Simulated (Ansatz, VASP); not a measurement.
**BaTiO3: VASP beside Ansatz**

```
Ba Ti O
1.0
     3.91815    0.00000    0.00000
     0.00000    3.91815    0.00000
     0.00000    0.00000    3.93598
Ba Ti O
1 1 3
Cartesian
  0.0000 0.0000 0.0000
  1.9591 1.9591 1.9680
  1.9591 1.9591 0.0000
  1.9591 0.0000 1.9680
  0.0000 1.9591 1.9680
```

Change from the starting cell: volume scaled by 0.94, crystal datasets.

Alike in both runs: task electric field gradients; functional PBE; k mesh 7 × 7 × 7; occupations fermi-dirac, width 0.03 eV; no spin polarisation.

|  | VASP | Ansatz |
| --- | --- | --- |
| version | VASP 6.6.1 | Ansatz 0.2.0 |
| potentials or method | VASP PAW PBE potentials, release 64 (Ba_sv, Ti_sv, O), cutoff 520 eV | all-electron PAW with datasets made for the crystal, scalar-relativistic |

|  | VASP | Ansatz | Ansatz less VASP |
| --- | --- | --- | --- |
| gap on the k mesh at the Fermi level (eV) | 1.92 | 1.96 | +0.040 |
| pressure (GPa) | 16.0 | 13.8 | -2.23 |
| traceless stress, the component that is largest in VASP (GPa) | -0.77 | -0.75 | +0.025 |
| size of Vzz on the site where it differs most (V/Å²) | 0.8 | 0.7 | -0.12 |

Ansatz ran all-electron here, and VASP with PAW potentials.

Spin-orbit coupling is off throughout.
